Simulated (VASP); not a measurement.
Write the native input for VASP 6.6.1 that does the following.

```yaml
Task: single point
Functional: PBE
Potentials_or_basis: VASP PAW PBE potentials, release 64 (Mg, Te)
Cutoff: 520 eV
k_mesh: 12 × 12 × 6
Occupations: gaussian, width 0.1 eV
Spin: no spin polarisation
Dipole_correction: no
Further_INCAR_settings: ALGO = Fast; EDIFF = 1e-06; NBANDS = 17
```

The structure of Mg5Te lies in POSCAR:

```
Mg5Te
1.0
    5.4039452847      0.0000000000      0.0000000000
   -2.7019726423      4.6799538972      0.0000000000
    0.0000000000      0.0000000000      6.3729571622
Mg Te
5 1
Direct
    0.3333333333      0.6666666667      0.0000000000
    0.6666666667      0.3333333333      0.0000000000
    0.3333333333      0.6666666667      0.5000000000
    0.6666666667      0.3333333333      0.5000000000
    0.0000000000      0.0000000000      0.5000000000
    0.0000000000      0.0000000000      0.0000000000
```

The cell was built from a structure type or drawn by symmetry, and may not be a known phase.

These files were run (other wordings do the same):

INCAR

```
SYSTEM = Mg5Te
ALGO = Fast ; EDIFF = 1E-6
ENCUT = 520 ; GGA = PE
ISIF = 2 ; ISMEAR = 0
LASPH = .True. ; LCHARG = .False.
LREAL = .False. ; LWAVE = .False.
NBANDS = 17 ; NELM = 60
PREC = Accurate ; SIGMA = 0.1
```

KPOINTS

```
k-points
0
Gamma
  12 12 6
  0 0 0
```

Potentials or basis: VASP PAW PBE potentials, release 64 (Mg, Te).

The run is started by

```console
$ cat potpaw_PBE.64/Mg/POTCAR potpaw_PBE.64/Te/POTCAR > POTCAR
$ mpirun -np 1 vasp_std > vasp.out
```

It gave:

```yaml
Pressure: -0.1 GPa
Band_gap_on_the_k_mesh: zero (bands 8 and 9 overlap by 0.82 eV)
```

Caveat: spin-orbit coupling is left out, which moves the levels of the heavy elements.

Run time: 80 s on 1 thread of Intel(R) Xeon(R) 6975P-C (Granite Rapids), with other jobs on the host, peak memory 0.39 GiB.
